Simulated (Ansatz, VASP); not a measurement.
Ta2N: VASP beside Ansatz

```
Ta N
1.0
     3.19790    0.00000    0.00000
    -1.59895    2.76946    0.00000
     0.00000    0.00000    4.73960
Ta N
2 1
Direct
  0.66667 0.33333 0.74669
  0.33333 0.66667 0.25331
  0.00000 0.00000 0.00000
```

Alike in both runs: task single point; functional LDA; k mesh 18 × 18 × 10; occupations gaussian, width 0.15 eV; no spin polarisation.

|  | VASP | Ansatz |
| --- | --- | --- |
| version | VASP 6.6.1 | Ansatz 0.2.0 |
| potentials or method | VASP PAW LDA potentials, release 64 (Ta_pv, N), cutoff 520 eV | scalar-relativistic, plane waves, PAW |
| valence electrons in the cell | 27 | 31 |

```csv
,VASP,Ansatz,Ansatz less VASP
gap on the k mesh at the Fermi level (eV),none,none,-
pressure (GPa),-19.0,-20.2,-1.16
"traceless stress, the component that is largest in VASP (GPa)",7.23,7.28,+0.050
rms of the force components (eV/Å),0.351,0.370,+0.0190
```

Ansatz warns that its potentials were made for another functional, while VASP's fit it. LDA's correlation is that of Perdew and Zunger in VASP and of Perdew and Wang (1992) in Ansatz. Atom by atom the forces differ by 0.019 eV/Å (rms over components). A gap of «none» marks a metal or a gap that the smearing closes. VASP's potentials hold 27 valence electrons a cell and Ansatz's 31, so a difference there can come from the potentials and not from the codes.

Spin-orbit coupling is off throughout.
